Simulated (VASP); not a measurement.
Input of a VASP 6.6.1 run:

File INCAR:

```
SYSTEM = Br
ALGO = Normal ; EDIFF = 1E-6
ENCUT = 520 ; GGA = PE
ISIF = 2 ; ISMEAR = 1
LASPH = .TRUE. ; LCHARG = .FALSE.
LREAL = .FALSE. ; LWAVE = .FALSE.
NBANDS = 10 ; NELM = 100
PREC = Accurate ; SIGMA = 0.02
```

File KPOINTS:

```
k-points
0
G
  14 14 14
  0 0 0
```

File POSCAR:

```
Br
1.0
    3.0766231767      0.0000000000      0.0000000000
    0.0000000000      3.0766231767      0.0000000000
    0.0000000000      0.0000000000      3.0766231767
Br
1
Direct
    0.0000000000      0.0000000000      0.0000000000
```

Potentials or basis: VASP PAW PBE potentials, release 64 (Br).

The run is started by

```console
$ cat potpaw_PBE.64/Br/POTCAR > POTCAR
$ mpirun -np 1 vasp_std > vasp.out
```

(1) Estimate the pressure.

## Answers

(1) 0.6 GPa.

Caveat: an odd number of electrons without spin polarisation forces a metal; a magnetic or distorted state may lie lower.
